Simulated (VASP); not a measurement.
Wanted: the native input for a VASP 6.6.1 run.

| Quantity | Value |
| --- | --- |
| Task | relaxation of cell and atoms |
| Functional | PBE |
| Potentials or basis | VASP PAW PBE potentials, release 64 (Ba_sv) |
| Cutoff | 600 eV |
| k mesh | 12 × 12 × 12 |
| Occupations | fermi-dirac, width 0.05 eV |
| Spin | no spin polarisation |
| Dipole correction | no |
| Further INCAR settings | ALGO = Normal; EDIFF = 1e-06; IBRION = 2; EDIFFG = -0.005; NSW = 45; ISIF = 3 |

The structure of Ba lies in POSCAR:

```
Ba
1.0
   -2.5124974217      2.5124974217      2.5124974217
    2.5124974217     -2.5124974217      2.5124974217
    2.5124974217      2.5124974217     -2.5124974217
Ba
1
Direct
    0.0000000000      0.0000000000      0.0000000000
```

One way to write it, as run:

INCAR

```
SYSTEM = Ba
  PREC = Accurate
  ENCUT = 600
  EDIFF = 1E-6
  ISMEAR = -1
  SIGMA = 0.05
  LREAL = .False.
  LASPH = .True.
  NELM = 100
  ALGO = Normal
  ISIF = 3
  LWAVE = .False.
  LCHARG = .False.
  GGA = PE
  IBRION = 2
  NSW = 45
  EDIFFG = -0.005
```

KPOINTS

```
regular mesh
0
Gamma
  12 12 12
  0 0 0
```

Potentials or basis: VASP PAW PBE potentials, release 64 (Ba_sv).

Run with:

```bash
$ cat potpaw_PBE.64/Ba_sv/POTCAR > POTCAR
$ mpirun -np 1 vasp_std > vasp.out
```

It gave:

The relaxed volume is 63.53 Å³/atom and the relaxed cell is a = 4.354 Å, b = 4.354 Å, c = 4.354 Å, α = 109.47°, β = 109.47°, γ = 109.47°. The space group after relaxing (to 0.1 Å) is Im-3m (No. 229) and the energy gained by relaxing is 0.0 meV/atom. The ionic steps are 2 and the pressure after relaxing is 0.0 GPa. The band gap on the k mesh is zero (bands 5 and 6 overlap by 1.05 eV).

Caveat: spin-orbit coupling is left out, which moves the levels of the heavy elements.

It took 36 s on 1 thread of AMD EPYC 9R45 96-Core Processor (Zen 5), on a shared host, peak memory 0.2 GiB.
